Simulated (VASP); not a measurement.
Set up this calculation in VASP 6.6.1, as the native input.

```yaml
Task: single point
Functional: PBE0
Potentials_or_basis: VASP PAW PBE potentials, release 64 (In_d)
Cutoff: 520 eV
k_mesh: 5 × 5 × 5
Occupations: fermi-dirac, width 0.05 eV
Spin: non-collinear spin, zero start, spin-orbit coupling
Starting_moments: "[[0.0, 0.0, 0.0]] μB"
Dipole_correction: no
Grid_for_exact_exchange_PRECFOCK: Normal
Further_INCAR_settings: ALGO = Normal; EDIFF = 1e-06; NBANDS = 24
Share_of_exact_exchange: 0.25
```

In:

```
CELL_PARAMETERS angstrom
-1.62547 1.62547 2.47370
1.62547 -1.62547 2.47370
1.62547 1.62547 -2.47370
ATOMIC_POSITIONS crystal
In 0.00000 0.00000 0.00000
```

These files were run (other wordings do the same):

POSCAR

```
In
1.0
   -1.6254700000      1.6254700000      2.4737000000
    1.6254700000     -1.6254700000      2.4737000000
    1.6254700000      1.6254700000     -2.4737000000
In
1
Direct
    0.0000000000      0.0000000000      0.0000000000
```

INCAR.step1

```
PREC = Accurate
ENCUT = 520
EDIFF = 1E-5
ISMEAR = -1
SIGMA = 0.05
LREAL = F
LASPH = T
NELM = 150
ALGO = Normal
ISIF = 2
LWAVE = T
LCHARG = F
MAGMOM = 0 0 0
LORBIT = 11
LSORBIT = T
GGA_COMPAT = F
LORBMOM = T
GGA = PE
NBANDS = 24
```

INCAR.step2

```
PREC = Accurate
ENCUT = 520
EDIFF = 1E-6
ISMEAR = -1
SIGMA = 0.05
LREAL = F
LASPH = T
NELM = 150
ALGO = Normal
ISIF = 2
LWAVE = F
LCHARG = F
MAGMOM = 0 0 0
LORBIT = 11
LSORBIT = T
GGA_COMPAT = F
LORBMOM = T
GGA = PE
LHFCALC = T
AEXX = 0.25
PRECFOCK = Normal
ISTART = 1
NBANDS = 24
```

KPOINTS

```
regular mesh
0
Gamma
  5 5 5
```

Potentials or basis: VASP PAW PBE potentials, release 64 (In_d).

Command:

```bash
$ cat potpaw_PBE.64/In_d/POTCAR > POTCAR
$ cp INCAR.step1 INCAR
$ mpirun -np 1 vasp_ncl > vasp.out
$ cp INCAR.step2 INCAR
$ mpirun -np 1 vasp_ncl > vasp.out
```

Results of the run:

```yaml
Pressure: 0.0 GPa
Net_moment: 0.00 μB per cell
Valence_electrons_inside_the_program's_atomic_spheres: In 11.40
```

Caveat: the k points lie up to 0.46 Å⁻¹ apart; the PAW data sets were made with another functional, which shifts forces and pressure a little.

Run time: 32 min on 1 thread of Intel(R) Xeon(R) Platinum 8488C (Sapphire Rapids) (shared host), peak memory 0.25 GiB.
